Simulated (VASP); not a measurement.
# La16HO24 (a cell with a defect) in VASP: single point with PBE

Aim: the single point of La16HO24 (a cell with a defect) with PBE.

Program: VASP 6.6.1. These are calculated values, not measurements. Logs are shortened: lines on timing, memory, paths and dates and some standing lists are left out, and cuts for length are marked.

## Step 1: The cell of the first run

The cell holds a defect, 41 atoms: a = 7.881 Å, b = 7.881 Å, c = 12.376 Å, α = 90.00°, β = 90.00°, γ = 120.00°.

## Step 2: Single point, PBE, collinear spin

INCAR

```
PREC = Accurate
ENCUT = 520
EDIFF = 1E-6
ISMEAR = -1
SIGMA = 0.01
LREAL = Auto
LASPH = True
NELM = 150
ALGO = Normal
ISIF = 2
LWAVE = False
LCHARG = False
ISPIN = 2
MAGMOM = 0 0 0 0 0 0 0 0 0.01 0.01 0 0 0.01 0.01 0 0.01 0 0 0 0 0 0 0 0 0 0 0 0.01 0.08 0.01 0 0 0 0 0.07 0.24 0 0 0 0 0.35
LORBIT = 11
NUPDOWN = 1.0
LMAXMIX = 6
GGA = PE
NBANDS = 190
```

KPOINTS

```
regular mesh
0
Gamma
  1 1 1
```

POSCAR

```
La16HO24
1.0
    7.8811453700     -0.0000000600      0.0000000000
   -3.9405726400      6.8252721300      0.0000000000
    0.0000000000      0.0000000000     12.3757188400
La O H
16 24 1
Direct
    0.3338134254      0.1683509460      0.3752113360
    0.1681192805      0.3342655013      0.1238552701
    0.3329381625      0.1663732959      0.8752853988
    0.1660249826      0.3334198207      0.6237438083
    0.3339452950      0.6660428967      0.3751614803
    0.1663972856      0.8335408320      0.1223242076
    0.3328295059      0.6671496657      0.8754192900
    0.1665781887      0.8335516741      0.6228031761
    0.8331999681      0.1667937964      0.3767457923
    0.6656322366      0.3341962044      0.1239056914
    0.8331297876      0.1669432410      0.8762552010
    0.6668561079      0.3332226169      0.6236341581
    0.8315994023      0.6661221653      0.3752068110
    0.6657817954      0.8320291018      0.1238771678
    0.8337168166      0.6670572196      0.8753448701
    0.6667389309      0.8341189819      0.6237327383
    0.3313301771      0.1631555488      0.1787213356
    0.1627983728      0.3316006991      0.3203872075
    0.0009089766     -0.0007230481     -0.0009591362
    0.3333339710      0.1670200101      0.6782557933
    0.1666162652      0.3336385666      0.8207166090
   -0.0010748736      0.0010934362      0.5000632351
    0.3313505371      0.6687304085      0.1785215088
    0.1664998477      0.8335802444      0.3224126252
    0.0007289716      0.5020851821     -0.0011204198
    0.3332493227      0.6668932657      0.6785099200
    0.1665163624      0.8335805374      0.8194565610
   -0.0006778214      0.4986072255      0.5001235952
    0.8332399017      0.1668965029      0.1766573747
    0.6683348207      0.3316096409      0.3205833173
    0.4983148036     -0.0003544137     -0.0010280615
    0.8331449548      0.1668893237      0.6796144215
    0.6665575170      0.3335631161      0.8206039691
    0.5016810356      0.0008308870      0.5001841170
    0.8368529906      0.6687025753      0.1787587476
    0.6684424594      0.8373329197      0.3202849104
    0.4999559085      0.4998842486      0.0005728152
    0.8330104809      0.6667527629      0.6783243954
    0.6664867423      0.8334341740      0.8208094521
    0.4996121894      0.5005123554      0.4985282940
   -0.5001021672     -0.4998164124      0.2501963757
```

Potentials or basis: VASP PAW PBE potentials, release 64 (La, O, H).

Started as:

```bash
cat potpaw_PBE.64/La/POTCAR potpaw_PBE.64/O/POTCAR potpaw_PBE.64/H/POTCAR > POTCAR
mpirun -np 1 vasp_gam > vasp.out
```

OUTCAR:

```text
PREC = Accurate
   ENCUT = 520
   EDIFF = 1E-6
   ISMEAR = -1
   LREAL = Auto
   LASPH = True
   NELM = 150
   ISIF = 2
   ISPIN = 2
   LORBIT = 11
   NUPDOWN = 1.0
   GGA = PE

 ion  position               nearest neighbor table
   1  0.334  0.168  0.375-  24 2.38  18 2.38  30 2.38  17 2.43  40 2.73  22 2.76  34 2.76
   2  0.168  0.334  0.124-  29 2.38  17 2.38  23 2.38  18 2.43  37 2.73  19 2.76  25 2.76
   3  0.333  0.166  0.875-  27 2.37  21 2.37  33 2.38  20 2.44  31 2.74  19 2.74  37 2.75
   4  0.166  0.333  0.624-  26 2.37  32 2.37  20 2.38  21 2.44  28 2.73  22 2.74  40 2.75
   5  0.334  0.666  0.375-  24 2.38  18 2.38  36 2.38  23 2.43  40 2.73  28 2.76  34 2.76
   6  0.166  0.834  0.122-  35 2.36  17 2.36  23 2.36  24 2.48  19 2.73  25 2.73  31 2.73
[... 8 lines left out ...]
  15  0.834  0.667  0.875-  27 2.37  33 2.37  39 2.37  38 2.44  25 2.73  19 2.74  37 2.76
  16  0.667  0.834  0.624-  32 2.37  26 2.37  38 2.38  39 2.44  34 2.73  22 2.74  40 2.75
  17  0.331  0.163  0.179-   6 2.36  10 2.38   2 2.38   1 2.43
[... 8 lines left out ...]
  26  0.333  0.667  0.679-   4 2.37  16 2.37   8 2.38   7 2.44
  27  0.167  0.834  0.819-   3 2.37   7 2.37  15 2.37   8 2.43
  28  0.999  0.499  0.500-   9 2.73   4 2.73  12 2.74   8 2.74   5 2.76  13 2.76
  29  0.833  0.167  0.177-  14 2.38   2 2.38  10 2.38   9 2.48
  30  0.668  0.332  0.321-   9 2.36  13 2.38   1 2.38  10 2.43
  31  0.498  1.000  0.999-   6 2.73   3 2.74   7 2.74  11 2.74  10 2.76  14 2.76
  32  0.833  0.167  0.680-  12 2.37  16 2.37   4 2.37  11 2.43
  33  0.667  0.334  0.821-  15 2.37   3 2.38  11 2.38  12 2.44
  34  0.502  0.001  0.500-   9 2.73  16 2.73  12 2.74   8 2.74   5 2.76   1 2.76
  35  0.837  0.669  0.179-   6 2.36  14 2.38  10 2.38  13 2.43
  36  0.668  0.837  0.320-   9 2.35  13 2.38   5 2.38  14 2.43
  37  0.500  0.500  0.001-  10 2.73   2 2.73  14 2.73   3 2.75  15 2.76   7 2.76
  38  0.833  0.667  0.678-  12 2.37  16 2.38   8 2.38  15 2.44
  39  0.666  0.833  0.821-  15 2.37   7 2.38  11 2.38  16 2.44
  40  0.500  0.501  0.499-   5 2.73  13 2.73   1 2.73   4 2.75  16 2.75  12 2.76
  41  0.500  0.500  0.250-

  LATTYP: Found a hexagonal cell.
 ALAT       =     7.8811453700
 C/A-ratio  =     1.5702944507

  Lattice vectors:

 A1 = (   7.8811453700,  -0.0000000600,   0.0000000000)
 A2 = (  -3.9405726400,   6.8252721300,   0.0000000000)
 A3 = (   0.0000000000,   0.0000000000,  12.3757188400)

Analysis of symmetry for initial positions (statically):
=====================================================================
 Subroutine PRICEL returns:
 Original cell was already a primitive cell.

 Routine SETGRP: Setting up the symmetry group for a
 hexagonal supercell.

 Subroutine GETGRP returns: Found  1 space group operations
 (whereof  1 operations were pure point group operations)
 out of a pool of 24 trial point group operations.

The static configuration has the point symmetry C_1 .

Analysis of symmetry for dynamics (positions and initial velocities):
=====================================================================
 Subroutine PRICEL returns:
 Original cell was already a primitive cell.

 Routine SETGRP: Setting up the symmetry group for a
 hexagonal supercell.

 Subroutine GETGRP returns: Found  1 space group operations
 (whereof  1 operations were pure point group operations)
 out of a pool of 24 trial point group operations.

The dynamic configuration has the point symmetry C_1 .

Analysis of structural, dynamic, and magnetic symmetry:
=====================================================================
 Subroutine PRICEL returns:
 Original cell was already a primitive cell.

 Routine SETGRP: Setting up the symmetry group for a
 hexagonal supercell.

 Subroutine GETGRP returns: Found  1 space group operations
 (whereof  1 operations were pure point group operations)
 out of a pool of 24 trial point group operations.

The overall configuration has the point symmetry C_1 .

 Subroutine INISYM returns: Found  1 space group operations
 (whereof  1 operations are pure point group operations),
[... 126 lines left out ...]

 Found      1 irreducible k-points:

 Following reciprocal coordinates:
            Coordinates               Weight
  0.000000  0.000000  0.000000      1.000000
   k-points           NKPTS =      1   k-points in BZ     NKDIM =      1   number of bands    NBANDS=    190
   number of dos      NEDOS =    301   number of ions     NIONS =     41
   total plane-waves  NPLWV = 345600
   dimension x,y,z NGX =    60 NGY =   60 NGZ =   96
   dimension x,y,z NGXF=   120 NGYF=  120 NGZF=  192
   ions per type =              16  24   1
   NGX,Y,Z   is equivalent  to a cutoff of  12.66, 12.66, 12.90 a.u.
   NGXF,Y,Z  is equivalent  to a cutoff of  25.31, 25.31, 25.79 a.u.
 SYSTEM =  unknown system
   PREC   = accura    normal or accurate (medium, high low for compatibility)
   ISTART =      0    job   : 0-new  1-cont  2-samecut
   ICHARG =      2    charge: 1-file 2-atom 10-const
   ISPIN  =      2    spin polarized calculation?
   LNONCOLLINEAR =      F non collinear calculations
   LSORBIT =      F    spin-orbit coupling
   LASPH  =      T    aspherical Exc in radial PAW
   ENCUT  =  520.0 eV  38.22 Ry    6.18 a.u.  14.65 14.65 23.01*2*pi/ulx,y,z
   NELM   =    150;   NELMIN=  2; NELMDL= -5     # of ELM steps
   EDIFF  = 0.1E-05   stopping-criterion for ELM
   LREAL  =      T    real-space projection
   EDIFFG = 0.1E-04   stopping-criterion for IOM
   NSW    =      0    number of steps for IOM
   IBRION =     -1    ionic relax: 0-MD 1-quasi-New 2-CG
   NFREE  =      0    steps in history (QN), initial steepest desc. (CG)
   ISIF   =      2    stress and relaxation
   ISYM   =      2    0-nonsym 1-usesym 2-fastsym
   POTIM  = 0.5000    time-step for ionic-motion
   TEBEG  =    0.0;   TEEND  =   0.0 temperature during run
   PSTRESS=    0.0 pullay stress
   NELECT =     321.0000    total number of electrons
   NUPDOWN=       1.0000    fix difference up-down
   EMIN   =  10.00;   EMAX   =-10.00  energy-range for DOS
   EFERMI =   0.00;   METHOD = LEGACY
   ISMEAR =    -1;   SIGMA  =   0.01  broadening in eV -4-tet -1-fermi 0-gaus
   EFERMI_NEDOS =   21; number of points for ismear=-14 and -15
   IALGO  =     38    algorithm
   IMIX   =      4    mixing-type and parameters
     AMIX     =   0.40;   BMIX     =  1.00
     AMIX_MAG =   1.60;   BMIX_MAG =  1.00
  volume/ion in A,a.u.               =      16.24       109.57
  Fermi-wavevector in a.u.,A,eV,Ry     =   1.283758  2.425951 22.422882  1.648035
  Thomas-Fermi vector in A             =   2.415992
   LORBIT       =     11    0 simple, 1 ext, 2 COOP (PROOUT), +10 PAW based schemes
   GGA     = PE    functional components
   LHFCALC =     F    Hartree Fock is set to
   AEXX    =    0.0000 exact exchange contribution
   IVDW    =     0    specifies the selected vdW correction
   LEPSILON=     F    determine dielectric tensor
   LRPA    =     F    only Hartree local field effects (RPA)
 spin polarized calculation
  energy-cutoff  :      520.00
  volume of cell :      665.70
 maximum number of plane-waves:      8979
 NGX is ok and might be reduce to    60
   NGX = 29   NGY = 29   NGZ = 47

 number of electron     320.9999922 magnetization       1.0000215

 Free energy of the ion-electron system (eV)
  ---------------------------------------------------
  ext. energy  EPLUGINS =         0.00000000
  ---------------------------------------------------
  free energy    TOTEN  =      -334.01561762 eV

  energy without entropy =     -334.01561762  energy(sigma->0) =     -334.01561762

 E-fermi :   6.1266     XC(G=0): -10.4135

 val. band max:        5.9824729870   @ k =   0.0000   0.0000   0.0000
 cond. band min:       7.1754108645   @ k =   0.0000   0.0000   0.0000
 fundamental gap:      1.1929378774
 Fermi energy:         6.2551748374

 spin component 1

 k-point     1 :       0.0000    0.0000    0.0000
  band No.  band energies     occupation
      1     -24.0303      1.00000
      2     -23.9396      1.00000
      3     -23.9039      1.00000
      4     -23.8360      1.00000
      5     -23.8357      1.00000
      6     -23.8258      1.00000
[... 164 lines left out ...]
    171      10.4703      0.00000
    172      10.4708      0.00000
 Fermi energy:         6.1265678481

 spin component 2

 k-point     1 :       0.0000    0.0000    0.0000
  band No.  band energies     occupation
      1     -24.0301      1.00000
      2     -23.9394      1.00000
      3     -23.9042      1.00000
      4     -23.8368      1.00000
      5     -23.8365      1.00000
      6     -23.8255      1.00000
[... 164 lines left out ...]
    171      10.4722      0.00000
    172      10.4727      0.00000
 [bands above 172 left out]

------------------------ aborting loop because EDIFF is reached ----------------------------------------

  FORCE on cell =-STRESS in cart. coord.  units (eV):
  Direction    XX          YY          ZZ          XY          YZ          ZX
  --------------------------------------------------------------------------------------
  -------------------------------------------------------------------------------------
  Total        4.9792139      4.9881081      2.1227705     -0.0173485      0.0009624      0.0135758
  in kB       11.9837192     12.0051254      5.1089761     -0.0417534      0.0023163      0.0326734
  external PRESSURE =       9.6992736 kB  Pullay stress =       0.0000000 kB

 VOLUME and BASIS-vectors are now :
 -----------------------------------------------------------------------------
  energy-cutoff  :      520.00
  volume of cell :      665.70
      direct lattice vectors                 reciprocal lattice vectors
     7.881145370 -0.000000060  0.000000000     0.126885111  0.073257152  0.000000000
    -3.940572640  6.825272130  0.000000000     0.000000001  0.146514305  0.000000000
     0.000000000  0.000000000 12.375718840     0.000000000  0.000000000  0.080803387

 POSITION                                       TOTAL-FORCE (eV/Angst)
 -----------------------------------------------------------------------------------
      1.96743      1.14904      4.64351         0.002517     -0.018224     -0.010990
      0.00778      2.28145      1.53280        -0.017547     -0.010298      0.011460
      1.96833      1.13554     10.83229         0.003153     -0.010176     -0.018281
     -0.00540      2.27568      7.71928        -0.007634     -0.006027      0.020070
      0.00728      4.54592      4.64289        -0.015587      0.011234     -0.010922
     -1.97323      5.68914      1.51385         0.001349      0.000346      0.013767
[... 33 lines left out ...]
      1.96521      3.41613      6.16965         0.002629     -0.001796      0.015811
      1.96876      3.41389      3.09636         0.000040     -0.000014     -0.004823
 -----------------------------------------------------------------------------------
    total drift:                               -0.008206      0.004405      0.011472

  FREE ENERGIE OF THE ION-ELECTRON SYSTEM (eV)
  ---------------------------------------------------
  free  energy   TOTEN  =      -334.0156176181 eV

  energy  without entropy=     -334.0156176181  energy(sigma->0) =     -334.01561762

 total charge

# of ion       s       p       d       f       tot
--------------------------------------------------
    1        2.016   5.700   0.618   0.243   8.577
    2        2.016   5.700   0.617   0.243   8.576
    3        2.016   5.700   0.622   0.243   8.581
    4        2.016   5.700   0.622   0.243   8.581
    5        2.016   5.701   0.617   0.242   8.576
    6        2.018   5.701   0.625   0.248   8.592
[... 33 lines left out ...]
   40        1.553   3.377   0.000   0.000   4.930
   41        0.433   0.004   0.000   0.000   0.438
--------------------------------------------------
tot         70.225 173.689   9.924   3.895 257.733

 magnetization (x)

# of ion       s       p       d       f       tot
--------------------------------------------------
    1       -0.000  -0.000  -0.003   0.002  -0.001
    2       -0.000  -0.000  -0.003   0.002  -0.001
    3        0.000  -0.000  -0.000   0.000   0.000
    4        0.000  -0.000  -0.000   0.000   0.000
    5       -0.000  -0.000  -0.003   0.002  -0.001
    6        0.005   0.001   0.002   0.008   0.016
[... 33 lines left out ...]
   40        0.000   0.011   0.000   0.000   0.011
   41        0.269   0.001   0.000   0.000   0.270
--------------------------------------------------
tot          0.289   0.336  -0.015   0.030   0.640
```

Wall time 24 min (1 thread of AMD EPYC 7R43 (Zen 3), shared host); peak memory 0.97 GiB.

Results:

| Quantity | Value |
| --- | --- |
| Free energy | -334.0156 eV |
| Pressure | 1.0 GPa |
| Largest force | 0.029 eV/Å |
| Net moment | 1.00 μB per cell |
| Site moments | La -0.00, +0.00, +0.02 (each value once); O +0.05, +0.00, +0.01 (each value once); H +0.27 μB |
| Valence electrons inside the program's atomic spheres | La 8.58, 8.59 (each value once); O 5.03, 4.93, 5.04 (each value once); H 0.44 |

Forces on the atoms (eV/Å):
```
La   0.003 -0.018 -0.011
La  -0.018 -0.010  0.011
La   0.003 -0.010 -0.018
La  -0.008 -0.006  0.020
La  -0.016  0.011 -0.011
La   0.001  0.000  0.014
La  -0.006  0.008 -0.026
La  -0.003 -0.003  0.007
La   0.000  0.001 -0.012
La   0.017 -0.006  0.012
La   0.002 -0.005 -0.004
La   0.007 -0.002  0.028
La   0.017  0.011 -0.012
La   0.002  0.019  0.008
La   0.007  0.007 -0.024
La   0.001  0.006  0.024
O    0.000 -0.005 -0.004
O   -0.005  0.001  0.006
O    0.003  0.000  0.000
O   -0.003  0.003 -0.001
O    0.002  0.000  0.006
O   -0.005  0.002 -0.003
O   -0.005  0.001 -0.005
O    0.001 -0.002  0.015
O    0.000  0.003  0.000
O    0.000 -0.002 -0.002
O    0.000  0.002  0.004
O   -0.001 -0.006  0.000
O   -0.002  0.002 -0.021
O    0.003 -0.001  0.006
O   -0.005 -0.003 -0.001
O    0.005  0.001 -0.006
O   -0.006  0.000  0.002
O    0.002  0.002 -0.003
O    0.005 -0.001 -0.009
O   -0.002  0.001  0.013
O   -0.002  0.001 -0.015
O    0.002  0.002 -0.005
O   -0.003  0.000  0.006
O    0.003 -0.002  0.016
H    0.000  0.000 -0.005
```

Stress tensor (GPa, compression positive):
```
1.20 0.00 0.00
0.00 1.20 0.00
0.00 0.00 0.51
```

Caveat: the k points lie up to 0.92 Å⁻¹ apart; spin-orbit coupling is left out, which moves the levels of the heavy elements; the total moment is fixed, so each spin has its own Fermi level.
